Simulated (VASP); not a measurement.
# TaAl5 (F-43m) in VASP: notebook, part 2 of 2

VASP 6.6.1. The steps go on from the part before.

### 3 Single point, PBE

This run uses another cell than the first one, of 16.13 Å³/atom, 1.014 times its volume.

INCAR

```
SYSTEM = TaAl5
PREC     = Accurate       ! precision mode
ENCUT    = 520            ! plane-wave cutoff, eV
EDIFF    = 1E-6           ! SCF threshold, eV
ISMEAR   = 0              ! smearing method
SIGMA    = 0.1            ! smearing width, eV
LREAL    = .False.        ! projectors in reciprocal space
LASPH    = .True.         ! aspherical terms in the spheres
NELM     = 60             ! most SCF steps
ALGO     = Normal         ! electronic algorithm
ISIF     = 2              ! what is computed and relaxed
LWAVE    = .False.        ! write WAVECAR
LCHARG   = .False.        ! write CHGCAR
GGA      = PE             ! functional
NBANDS   = 22             ! bands
```

KPOINTS

```
Automatic mesh
0
Gamma
  10 10 10
  0 0 0
```

POSCAR

```
TaAl5
1.0
    0.0000000000      3.6437353718      3.6437353718
    3.6437353718      0.0000000000      3.6437353718
    3.6437353718      3.6437353718      0.0000000000
Ta Al
1 5
Direct
    0.0000000000      0.0000000000      0.0000000000
    0.6250370729      0.1248887814      0.6250370729
    0.2500000000      0.2500000000      0.2500000000
    0.1248887814      0.6250370729      0.6250370729
    0.6250370729      0.6250370729      0.6250370729
    0.6250370729      0.6250370729      0.1248887814
```

Potentials or basis: VASP PAW PBE potentials, release 64 (Ta_pv, Al).

Command:

```
$ cat potpaw_PBE.64/Ta_pv/POTCAR potpaw_PBE.64/Al/POTCAR > POTCAR
$ mpirun -np 1 vasp_std > vasp.out
```

OUTCAR:

```text
SYSTEM = TaAl5
   PREC = Accurate
   ENCUT = 520
   EDIFF = 1E-6
   ISMEAR = 0
   LREAL = .False.
   LASPH = .True.
   NELM = 60
   ISIF = 2
   GGA = PE

 ion  position               nearest neighbor table
   1  0.000  0.000  0.000-   2 3.02   4 3.02   6 3.02   5 3.02   5 3.02   5 3.02   2 3.02   4 3.02
                             6 3.02   4 3.02   2 3.02   6 3.02   3 3.16   3 3.16   3 3.16   3 3.16
   2  0.625  0.125  0.625-   4 2.58   5 2.58   6 2.58   6 2.58   5 2.58   4 2.58   1 3.02   1 3.02
                             1 3.02   3 3.02   3 3.02   3 3.02
   3  0.250  0.250  0.250-   2 3.02   4 3.02   4 3.02   6 3.02   2 3.02   6 3.02   5 3.02   5 3.02
                             5 3.02   2 3.02   4 3.02   6 3.02   1 3.16   1 3.16   1 3.16   1 3.16
   4  0.125  0.625  0.625-   2 2.58   5 2.58   6 2.58   5 2.58   6 2.58   2 2.58   1 3.02   1 3.02
                             1 3.02   3 3.02   3 3.02   3 3.02
   5  0.625  0.625  0.625-   2 2.58   4 2.58   6 2.58   6 2.58   2 2.58   4 2.58   1 3.02   1 3.02
                             1 3.02   3 3.02   3 3.02   3 3.02
   6  0.625  0.625  0.125-   2 2.58   4 2.58   5 2.58   5 2.58   2 2.58   4 2.58   1 3.02   1 3.02
                             1 3.02   3 3.02   3 3.02   3 3.02

  LATTYP: Found a face centered cubic cell.
 ALAT       =     7.2874707436

  Lattice vectors:
[... 187 lines left out ...]

 E-fermi :   7.5429     XC(G=0): -10.7851

 val. band max:        7.5230406413   @ k =   0.3000   0.2000   0.1000
 cond. band min:       7.5607121551   @ k =  -0.4000   0.4000   0.1000
 fundamental gap:      0.0376715138
 Fermi energy:         7.5429004677

 k-point     1 :       0.0000    0.0000    0.0000
  band No.  band energies     occupation
      1     -26.5762      2.00000
      2     -26.5762      2.00000
      3     -26.5762      2.00000
      4      -3.2136      2.00000
      5       3.1997      2.00000
      6       3.9728      2.00000
[... 589 lines left out ...]
     21      12.6802      0.00000
     22      13.0615      0.00000

 [... further k-points ...]
[... 5 lines left out ...]
  --------------------------------------------------------------------------------------
  -------------------------------------------------------------------------------------
  Total       -0.0170193     -0.0170193     -0.0170193      0.0000000      0.0000000      0.0000000
  in kB       -0.2818266     -0.2818266     -0.2818266      0.0000000      0.0000000      0.0000000
  external PRESSURE =      -0.2818266 kB  Pullay stress =       0.0000000 kB

 VOLUME and BASIS-vectors are now :
 -----------------------------------------------------------------------------
  energy-cutoff  :      520.00
  volume of cell :       96.75
      direct lattice vectors                 reciprocal lattice vectors
     0.000000000  3.643735372  3.643735372    -0.137221820  0.137221820  0.137221820
     3.643735372  0.000000000  3.643735372     0.137221820 -0.137221820  0.137221820
     3.643735372  3.643735372  0.000000000     0.137221820  0.137221820 -0.137221820

 POSITION                                       TOTAL-FORCE (eV/Angst)
 -----------------------------------------------------------------------------------
      0.00000      0.00000      0.00000        -0.000000     -0.000000     -0.000000
      2.73253      4.55494      2.73253        -0.004450      0.004450     -0.004450
      1.82187      1.82187      1.82187        -0.000000     -0.000000      0.000000
      4.55494      2.73253      2.73253         0.004450     -0.004450     -0.004450
      4.55494      4.55494      4.55494         0.004450      0.004450      0.004450
      2.73253      2.73253      4.55494        -0.004450     -0.004450      0.004450
 -----------------------------------------------------------------------------------
    total drift:                               -0.000000     -0.000000     -0.000000

  FREE ENERGIE OF THE ION-ELECTRON SYSTEM (eV)
  ---------------------------------------------------
  free  energy   TOTEN  =       -30.9694401894 eV

  energy  without entropy=      -30.9573978204  energy(sigma->0) =      -30.96341900
```

Run time: 3.2 min. Hardware: 1 thread of AMD EPYC 7R13, shared host; peak memory 0.25 GiB.

What came out:

| Property | Result |
| --- | --- |
| Free energy | -30.9694 eV |
| Pressure | 0.0 GPa |
| Largest force | 0.008 eV/Å |
| Band gap on the k mesh | zero (band 13 reaches 7.92 eV, above the bottom of band 14 at 5.72 eV) |

Forces on the atoms (eV/Å):
```
Ta   0.000  0.000  0.000
Al  -0.004  0.004 -0.004
Al   0.000  0.000  0.000
Al   0.004 -0.004 -0.004
Al   0.004  0.004  0.004
Al  -0.004 -0.004  0.004
```

Levels at points of the mesh, in eV from the Fermi level:
```csv
k point,band 10,band 11,band 12,band 13,band 14,band 15,band 16,band 17
"(0.00, 0.00, 0.00)",-1.90,-1.90,-1.90,-1.82,-1.82,1.32,1.32,1.32
"(0.50, 0.00, 0.00)",-2.38,-2.15,-0.59,-0.59,1.44,2.64,2.64,2.80
"(0.50, 0.50, 0.00)",-0.57,-0.21,-0.21,0.37,1.43,2.34,2.88,2.88
```

Caveat: spin-orbit coupling is left out, which moves the levels of the heavy elements.

### 4 Relaxation of cell and atoms, PBE

INCAR

```
SYSTEM = TaAl5
  ALGO = Normal
  EDIFF = 1E-7
  EDIFFG = -0.01
  ENCUT = 600
  GGA = PE
  IBRION = 2
  ISIF = 3
  ISMEAR = 0
  LASPH = .TRUE.
  LCHARG = .FALSE.
  LREAL = .FALSE.
  LWAVE = .FALSE.
  NELM = 60
  NSW = 100
  PREC = Accurate
  SIGMA = 0.1
```

KPOINTS

```
k-points
0
G
  10 10 10
  0 0 0
```

POSCAR

```
TaAl5
1.0
    0.0000000000      3.6266936200      3.6266936200
    3.6266936200      0.0000000000      3.6266936200
    3.6266936200      3.6266936200      0.0000000000
Ta Al
1 5
Direct
    0.0000000000      0.0000000000      0.0000000000
    0.6247520300      0.1257439000      0.6247520300
    0.2500000000      0.2500000000      0.2500000000
    0.1257439000      0.6247520300      0.6247520300
    0.6247520300      0.6247520300      0.6247520300
    0.6247520300      0.6247520300      0.1257439000
```

Command:

```
$ cat potpaw_PBE.64/Ta_pv/POTCAR potpaw_PBE.64/Al/POTCAR > POTCAR
$ mpirun -np 1 vasp_std > vasp.out
```

Wall time 11 min (1 thread of AMD EPYC 7R13, shared host); peak memory 0.28 GiB.

The run converged. Its results:

| Quantity | Value |
| --- | --- |
| Free energy | -30.9700 eV |
| Relaxed volume | 16.13 Å³/atom |
| Relaxed cell | a = 5.153 Å, b = 5.153 Å, c = 5.153 Å, α = 60.00°, β = 60.00°, γ = 60.00° |
| Space group after relaxing (to 0.05 Å) | F-43m (No. 216) |
| Energy gained by relaxing | 1.3 meV/atom |
| Ionic steps | 5 |
| Pressure after relaxing | 0.0 GPa |
| Largest force after relaxing | 0.007 eV/Å |
| Band gap on the k mesh | zero (band 13 reaches 7.92 eV, above the bottom of band 14 at 5.72 eV) |

Forces on the atoms (eV/Å):
```
Ta   0.000  0.000  0.000
Al   0.004 -0.004  0.004
Al   0.000  0.000  0.000
Al  -0.004  0.004  0.004
Al  -0.004 -0.004 -0.004
Al   0.004  0.004 -0.004
```

Step by step:
```csv
step,energy change (eV),largest force (eV/Å),pressure (GPa),volume (Å³)
1,0.0000,0.1164,1.62,95.40
2,-0.0043,0.0503,-1.04,97.64
3,-0.0075,0.0131,-0.02,96.75
4,-0.0075,0.0111,-0.05,96.78
5,-0.0075,0.0074,-0.02,96.75
```

Final structure:
```
Ta Al
1.0
     0.00000    3.64372    3.64372
     3.64372    0.00000    3.64372
     3.64372    3.64372    0.00000
Ta Al
1 5
Direct
  0.00000 0.00000 0.00000
  0.62508 0.12477 0.62508
  0.25000 0.25000 0.25000
  0.12477 0.62508 0.62508
  0.62508 0.62508 0.62508
  0.62508 0.62508 0.12477
```

Levels at points of the mesh, in eV from the Fermi level:
| k point | band 9 | band 10 | band 11 | band 12 | band 13 | band 14 | band 15 | band 16 | band 17 |
| --- | --- | --- | --- | --- | --- | --- | --- | --- | --- |
| (0.00, 0.00, 0.00) | -2.23 | -1.90 | -1.90 | -1.90 | -1.82 | -1.82 | 1.32 | 1.32 | 1.32 |
| (0.50, 0.00, 0.00) | -2.38 | -2.38 | -2.15 | -0.59 | -0.59 | 1.44 | 2.65 | 2.65 | 2.80 |
| (0.50, 0.50, 0.00) | -4.31 | -0.57 | -0.21 | -0.21 | 0.38 | 1.43 | 2.34 | 2.89 | 2.89 |

Caveat: spin-orbit coupling is left out, which moves the levels of the heavy elements.

### 5 The runs side by side

```csv
task,cell,k mesh,cutoff (eV),gap on the mesh (eV),pressure (GPa),largest force (eV/Å)
single point,"a = 5.129 Å, angles 60.0°, 6 atoms",4 × 4 × 4,520,none,1.8,0.29
single point,"a = 5.153 Å, angles 60.0°, 6 atoms",10 × 10 × 10,520,none,0.0,0.01
relaxation of cell and atoms,"relaxed from a = 5.129 Å, angles 60.0°, 6 atoms",10 × 10 × 10,600,none,0.0,0.01
```

Alike in all rows: level PBE; potentials or basis VASP PAW PBE potentials, release 64 (Ta_pv, Al); no spin polarisation; smearing gaussian 0.1 eV.

Caveats: some runs use coarse meshes; spin-orbit coupling is left out, which moves the levels of the heavy elements.

Absolute energies hang on the potentials; compare differences alone.
